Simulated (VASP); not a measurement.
ZrH:

```
CELL_PARAMETERS angstrom
3.24279 0.00000 0.00000
0.00000 3.24279 0.00000
0.00000 0.00000 4.94800
ATOMIC_POSITIONS crystal
Zr 0.00000 0.50000 0.00000
Zr 0.50000 0.00000 0.50000
H 0.00000 0.00000 0.75000
H 0.00000 0.00000 0.25000
```

| Property | Result |
| --- | --- |
| Program | VASP 6.6.1 |
| Task | relaxation of cell and atoms |
| Functional | LDA |
| Potentials or basis | VASP PAW LDA potentials, release 64 (Zr_sv, H) |
| Cutoff | 600 eV |
| k mesh | 8 × 8 × 5 |
| Occupations | fermi-dirac, width 0.1 eV |
| Spin | no spin polarisation |

At the start: pressure -4.7 GPa; volume 13.01 Å³/atom.

Problem. How do energy, volume and symmetry change on relaxing?

Solution. Over 5 steps the energy falls by 8.9 meV/atom and the volume is 12.48 Å³/atom (-4.0 %); space group P4_2/mmc (No. 131, to 0.1 Å) before and after.

Step by step:
| step | energy change (eV) | largest force (eV/Å) | pressure (GPa) | volume (Å³) |
| --- | --- | --- | --- | --- |
| 1 | 0.0000 | 0.0000 | -4.73 | 52.03 |
| 2 | -0.0269 | 0.0000 | 2.15 | 49.19 |
| 3 | -0.0318 | 0.0000 | 0.09 | 49.97 |
| 4 | -0.0333 | 0.0000 | 0.07 | 49.96 |
| 5 | -0.0355 | 0.0000 | 0.01 | 49.92 |

Final structure:
```
Zr H
1.0
     3.17300    0.00000    0.00000
     0.00000    3.17300    0.00000
     0.00000    0.00000    4.95878
Zr H
2 2
Direct
  0.00000 0.50000 0.00000
  0.50000 0.00000 0.50000
  0.00000 0.00000 0.75000
  0.00000 0.00000 0.25000
```
